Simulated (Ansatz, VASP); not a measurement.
# Mg, level by level in two programs

```
CELL_PARAMETERS angstrom
3.17683 0.00000 0.00000
-1.58841 2.75121 0.00000
0.00000 0.00000 10.31886
ATOMIC_POSITIONS crystal
Mg 0.66667 0.33333 0.75000
Mg 0.00000 0.00000 0.50000
Mg 0.33333 0.66667 0.25000
Mg 0.00000 0.00000 0.00000
```

Single points on this cell with VASP 6.6.1 and Ansatz 0.2.0. Each row is one pair of runs. Alike in all rows: spin: off; k mesh: 10 × 10 × 3; VASP's potentials, cutoff: VASP PAW PBE potentials, release 64 (Mg), 520 eV; Ansatz's potentials, cutoff: Ansatz PAW, 420 eV.

| level | smearing | gap on the k mesh at the Fermi level (eV), VASP | gap on the k mesh at the Fermi level (eV), Ansatz | pressure (GPa), VASP | pressure (GPa), Ansatz |
| --- | --- | --- | --- | --- | --- |
| PBEsol | fermi-dirac, width 0.05 eV | none | none | 0.1 | 0.2 |
| PBE | gaussian, width 0.013 eV | none | none | 0.8 | 1.0 |
| PBE | gaussian, width 0.014 eV | none | none | 0.8 | 1.0 |
| PBE | gaussian, width 0.015 eV | none | none | 0.8 | 1.0 |
| PBE | gaussian, width 0.016 eV | none | none | 0.8 | 1.0 |
| PBE | gaussian, width 0.017 eV | none | none | 0.8 | 1.0 |
| PBE | gaussian, width 0.019 eV | none | none | 0.8 | 1.0 |
| PBE | gaussian, width 0.021 eV | none | none | 0.8 | 1.0 |

Pressure (GPa): the two programs differ by at most 0.12.

VASP's potentials hold 8 valence electrons a cell and Ansatz's 40, so a difference there can come from the potentials and not from the codes.

A gap of «none» marks a metal or a gap that the smearing closes.
